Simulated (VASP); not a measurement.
Input of a VASP 6.6.1 run:

Contents of INCAR:

```
SYSTEM = Sn2Se
ALGO = Normal
EDIFF = 1E-6
EDIFFG = -0.04
ENCUT = 600
GGA = PE
IBRION = 2
ISIF = 3
ISMEAR = 0
LASPH = .True.
LCHARG = .False.
LREAL = .False.
LWAVE = .False.
NELM = 60
NSW = 90
PREC = Accurate
SIGMA = 0.1
```

KPOINTS

```
k-points
0
Gamma
  6 6 4
  0 0 0
```

Contents of POSCAR:

```
Sn2Se
1.0
    3.9121466100      0.0000000000      0.0000000000
   -1.9560733100      3.3880183500      0.0000000000
    0.0000000000      0.0000000000      6.9373025300
Sn Se
2 1
Direct
    0.3333333300      0.6666666700      0.0000000000
    0.6666666700      0.3333333300      0.0000000000
    0.0000000000      0.0000000000      0.0000000000
```

Potentials or basis: VASP PAW PBE potentials, release 64 (Sn_d, Se).

Launch:

```bash
$ cat potpaw_PBE.64/Sn_d/POTCAR potpaw_PBE.64/Se/POTCAR > POTCAR
$ mpirun -np 1 vasp_std > vasp.out
```

Problem. What does it give for the band gap on the k mesh?

Solution. Zero (bands 17 and 18 overlap by 1.85 eV).

Problem. Estimate the relaxed cell.

Solution. a = 5.306 Å, b = 5.306 Å, c = 6.936 Å, α = 90.00°, β = 90.00°, γ = 120.00°.

Final structure:
```xyz
3
Lattice="5.3061 0.0000 0.0000 -2.6530 4.5952 0.0000 0.0000 0.0000 6.9361" Properties=species:S:1:pos:R:3 pbc="T T T"
Sn    0.0000    3.0635    0.0000
Sn    2.6530    1.5317    0.0000
Se    0.0000    0.0000    6.9361
```

Caveat: spin-orbit coupling is left out, which moves the levels of the heavy elements.
